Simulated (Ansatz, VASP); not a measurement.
# One calculation of Si, two programs

```
CELL_PARAMETERS angstrom
0.00000 2.73497 2.73497
2.73497 0.00000 2.73497
2.73497 2.73497 0.00000
ATOMIC_POSITIONS crystal
Si 0.00000 0.00000 0.00000
Si 0.25000 0.25000 0.25000
```

Alike in both runs: functional PBE; k mesh 10 × 10 × 10; occupations gaussian, width 0.02 eV; no spin polarisation.

Ansatz relaxed the structure, and its values are those at the end. VASP's run is a single point on that final structure, the one shown.

|  | VASP | Ansatz |
| --- | --- | --- |
| version | VASP 6.6.1 | Ansatz 0.2.0 |
| potentials or method | VASP PAW PBE potentials, release 64 (Si), cutoff 500 eV | scalar-relativistic, plane waves, PAW |
| valence electrons in the cell | 8 | 8 |

|  | VASP | Ansatz | Ansatz less VASP |
| --- | --- | --- | --- |
| gap on the k mesh at the Fermi level (eV) | 0.62 | 0.62 | -0.002 |
| least direct gap on the mesh (eV) | 2.56 | 2.55 | -0.005 |
| pressure (GPa) | -0.1 | 0.0 | +0.08 |

The functional is the same, so the differences come from potentials, cutoffs and numerics.
